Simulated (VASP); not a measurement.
The system is Ta.

```
Ta
1.0
     2.69200    0.00000    0.00000
     0.00000    2.69200    0.00000
     0.00000    0.00000    2.69200
Ta
1
Cartesian
  0.0000 0.0000 0.0000
```

| Quantity | Value |
| --- | --- |
| Program | VASP 6.6.1 |
| Task | relaxation of cell and atoms |
| Functional | RPBE |
| Potentials or basis | VASP PAW PBE potentials, release 64 (Ta_pv) |
| Cutoff | 600 eV |
| k mesh | 12 × 12 × 12 |
| Occupations | fermi-dirac, width 0.1 eV |
| Spin | no spin polarisation |

At the start: pressure 12.2 GPa; volume 19.51 Å³/atom.

Question: Where does the relaxation end?

Answer: Over 4 steps the energy falls by 54.5 meV/atom and the volume is 21.04 Å³/atom (+7.9 %); space group Pm-3m (No. 221, to 0.05 Å).

The path:
```
step  energy change (eV)  largest force (eV/Å)  pressure (GPa)  volume (Å³)
   1              0.0000                0.0000           12.15        19.51
   2              0.0901                0.0000          -14.06        23.99
   3             -0.0544                0.0000           -0.39        21.10
   4             -0.0545                0.0000           -0.05        21.04
```

Final structure:
```xyz
1
Lattice="2.7609 0.0000 0.0000 0.0000 2.7609 0.0000 0.0000 0.0000 2.7609" Properties=species:S:1:pos:R:3 pbc="T T T"
Ta    0.0000    0.0000    0.0000
```

Caveat: the PAW data sets were made with another functional, which shifts forces and pressure a little.
